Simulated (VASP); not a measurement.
## Ag3GeI: single point with PBE

The system is Ag3GeI.

```
CELL_PARAMETERS angstrom
4.78213 0.00000 0.00000
0.00000 4.78213 0.00000
0.00000 0.00000 4.78213
ATOMIC_POSITIONS crystal
Ag 0.53000 0.88950 0.01750
Ag 0.01750 0.53000 0.88950
Ag 0.88950 0.01750 0.53000
Ge 0.03190 0.03190 0.03190
I 0.50000 0.50000 0.50000
```

| Quantity | Value |
| --- | --- |
| Program | VASP 6.6.1 |
| Task | single point |
| Functional | PBE |
| Potentials or basis | VASP PAW PBE potentials, release 64 (Ag, Ge_d, I) |
| Cutoff | 520 eV |
| k mesh | 4 × 4 × 4 |
| Occupations | gaussian, width 0.0553 eV |
| Spin | no spin polarisation |
| Dipole correction | no |
| Further INCAR settings | ALGO = Normal; EDIFF = 1e-06; NBANDS = 35 |

```json
{
  "Pressure": "9.2 GPa",
  "Largest force": "1.149 eV/Å",
  "Band gap on the k mesh": "zero (bands 27 and 28 overlap by 1.83 eV)"
}
```

Forces in eV/Å, atoms in the order of the input:
```
Ag  -0.096 -0.523  0.151
Ag   0.151 -0.096 -0.523
Ag  -0.523  0.151 -0.096
Ge   0.663  0.663  0.663
I   -0.195 -0.195 -0.195
```

Stress tensor (GPa, compression positive):
```
9.22 0.15 0.15
0.15 9.22 0.15
0.15 0.15 9.22
```

Levels at points of the mesh, in eV from the Fermi level:
| k point | band 23 | band 24 | band 25 | band 26 | band 27 | band 28 | band 29 | band 30 | band 31 | band 32 |
| --- | --- | --- | --- | --- | --- | --- | --- | --- | --- | --- |
| (0.00, 0.00, 0.00) | -3.20 | -3.20 | -2.89 | 0.11 | 0.48 | 0.48 | 1.68 | 1.68 | 2.70 | 7.06 |
| (0.50, 0.00, 0.00) | -2.91 | -2.16 | -2.04 | -1.56 | -0.55 | 0.35 | 2.64 | 3.32 | 4.51 | 5.65 |
| (0.50, 0.50, 0.00) | -3.61 | -3.51 | -1.71 | 0.01 | 0.22 | 0.45 | 1.49 | 2.62 | 4.11 | 4.45 |
| (0.50, 0.50, 0.50) | -3.86 | -3.86 | -3.64 | -1.39 | -1.39 | -1.35 | 4.71 | 5.22 | 5.22 | 8.05 |

Wall time 32 s on 1 thread of Intel(R) Xeon(R) Platinum 8488C (Sapphire Rapids), on a shared host, peak memory 0.22 GiB.

Caveat: the cell stands under pressure; spin-orbit coupling is left out, which moves the levels of the heavy elements; forces of over 1 eV/Å act on the atoms, so gaps and moduli don't describe the material at rest.
